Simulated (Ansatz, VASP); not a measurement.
## Two plane-wave programs on MgSi2N2

```
CELL_PARAMETERS angstrom
4.11150 0.00000 0.00000
-2.05575 3.56066 0.00000
0.00000 0.00000 4.43919
ATOMIC_POSITIONS crystal
Mg 0.00000 0.00000 0.00000
Si 0.33333 0.66667 0.34463
Si 0.66667 0.33333 0.65537
N 0.33333 0.66667 0.99835
N 0.66667 0.33333 0.00165
```

Alike in both runs: task single point; functional PBE; k mesh 6 × 6 × 4; occupations gaussian, width 0.1 eV; no spin polarisation.

|  | VASP | Ansatz |
| --- | --- | --- |
| version | VASP 6.6.1 | Ansatz 0.2.0 |
| potentials or method | VASP PAW PBE potentials, release 64 (Mg, Si, N), cutoff 520 eV | scalar-relativistic, plane waves, PAW |
| valence electrons in the cell | 20 | 28 |

|  | VASP | Ansatz | Ansatz less VASP |
| --- | --- | --- | --- |
| gap on the k mesh at the Fermi level (eV) | none | none | - |
| pressure (GPa) | 19.3 | 19.4 | +0.19 |
| traceless stress, the component that is largest in VASP (GPa) | 32.21 | 31.68 | -0.531 |
| rms of the force components (eV/Å) | 3.194 | 3.153 | -0.0408 |

Atom by atom the forces differ by 0.044 eV/Å (rms over components). A gap of «none» marks a metal or a gap that the smearing closes. VASP's potentials hold 20 valence electrons a cell and Ansatz's 28, so a difference there can come from the potentials and not from the codes.
